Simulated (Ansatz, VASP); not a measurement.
# BeZn2Se3 in VASP and in Ansatz

INCAR

```
  PREC = Accurate
  ENCUT = 520
  EDIFF = 1E-7
  ISMEAR = 0
  SIGMA = 0.1
  LREAL = F
  LASPH = T
  NELM = 100
  ALGO = Normal
  ISIF = 2
  LWAVE = F
  LCHARG = F
  GGA = PE
  NBANDS = 31
```

The input KPOINTS:

```
regular mesh
0
Gamma
  6 6 6
```

The input POSCAR:

```
BeZn2Se3
1.0
   -1.9264520500      1.9264520500      8.1732438500
    1.9264520500     -1.9264520500      8.1732438500
    1.9264520500      1.9264520500     -8.1732438500
Be Zn Se
1 2 3
Direct
    0.5000000000      0.5000000000      0.0000000000
    0.8333333300      0.8333333300      0.0000000000
    0.1666666700      0.1666666700      0.0000000000
    0.4166666700      0.9166666700      0.5000000000
    0.0833333300      0.5833333300      0.5000000000
    0.7500000000      0.2500000000      0.5000000000
```

Input for Ansatz:

```yaml
crystal:
  lattice:
    - [-1.92645205, 1.92645205, 8.17324385]
    - [1.92645205, -1.92645205, 8.17324385]
    - [1.92645205, 1.92645205, -8.17324385]
  atoms:
    - { symbol: Be, position: [0.5, 0.5, 0.0] }
    - { symbol: Zn, position: [0.83333333, 0.83333333, 0.0] }
    - { symbol: Zn, position: [0.16666667, 0.16666667, 0.0] }
    - { symbol: Se, position: [0.41666667, 0.91666667, 0.5] }
    - { symbol: Se, position: [0.08333333, 0.58333333, 0.5] }
    - { symbol: Se, position: [0.75, 0.25, 0.5] }
basis:
  ecutwfc: 420
kpoints:
  mp_grid: { grid: [6, 6, 6] }
hamiltonian:
  xc: pbe
scf:
  occupations: { method: gaussian, width: 0.1 }
  lower_state_search: "off"
output:
  forces: true
  stress: true
  eigenvalues: true
```

Alike in both runs: task single point; functional PBE; k mesh 6 × 6 × 6; occupations gaussian, width 0.1 eV; no spin polarisation.

|  | VASP | Ansatz |
| --- | --- | --- |
| version | VASP 6.6.1 | Ansatz 0.2.0 |
| potentials or method | VASP PAW PBE potentials, release 64 (Be, Zn, Se), cutoff 520 eV | scalar-relativistic, plane waves, PAW |
| valence electrons in the cell | 44 | 74 |

```csv
,VASP,Ansatz,Ansatz less VASP
gap on the k mesh at the Fermi level (eV),2.21,2.20,-0.006
least direct gap on the mesh (eV),2.21,2.20,-0.006
pressure (GPa),5.5,5.3,-0.28
rms of the force components (eV/Å),0.604,0.596,-0.0079
```

Atom by atom the forces differ by 0.008 eV/Å (rms over components). With one functional, cell and mesh, what is left measures potentials, basis and numerics. VASP's potentials hold 44 valence electrons a cell and Ansatz's 74, so a difference there can come from the potentials and not from the codes.
